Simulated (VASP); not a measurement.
A run of VASP 6.6.1:

INCAR

```
SYSTEM = Zr3SeS2
PREC = Accurate
ENCUT = 520
EDIFF = 1E-6
ISMEAR = 0
SIGMA = 0.1
LREAL = .False.
LASPH = .True.
NELM = 80
ALGO = Normal
ISIF = 2
LWAVE = .False.
LCHARG = .False.
GGA = PE
NBANDS = 36
```

KPOINTS

```
regular mesh
0
Gamma
  6 6 4
  0 0 0
```

Contents of POSCAR:

```
Zr3SeS2
1.0
    4.4104973000      0.0000000000      0.0000000000
   -2.2052486500      3.8196027000      0.0000000000
    0.0000000000      0.0000000000      7.1894536900
Zr Se S
3 1 2
Direct
    0.0000000000      0.0000000000      0.4756946300
    0.0000000000      0.0000000000      0.0467330700
    0.3333333300      0.6666666700      0.9471489200
    0.3333333300      0.6666666700      0.5387148300
    0.6666666700      0.3333333300      0.7301759100
    0.6666666700      0.3333333300      0.2615347200
```

Potentials or basis: VASP PAW PBE potentials, release 64 (Zr_sv, Se, S).

Command:

```bash
$ cat potpaw_PBE.64/Zr_sv/POTCAR potpaw_PBE.64/Se/POTCAR potpaw_PBE.64/S/POTCAR > POTCAR
$ mpirun -np 1 vasp_std > vasp.out
```

Hardware: 1 thread of Intel(R) Xeon(R) 6975P-C (Granite Rapids), on a shared host.

Problem. How long does it take, and how much memory?

Solution. Wall time 58 s on 1 thread of Intel(R) Xeon(R) 6975P-C (Granite Rapids), with other jobs on the host, peak memory 0.29 GiB. Counts: scf iterations 15, k points 24.
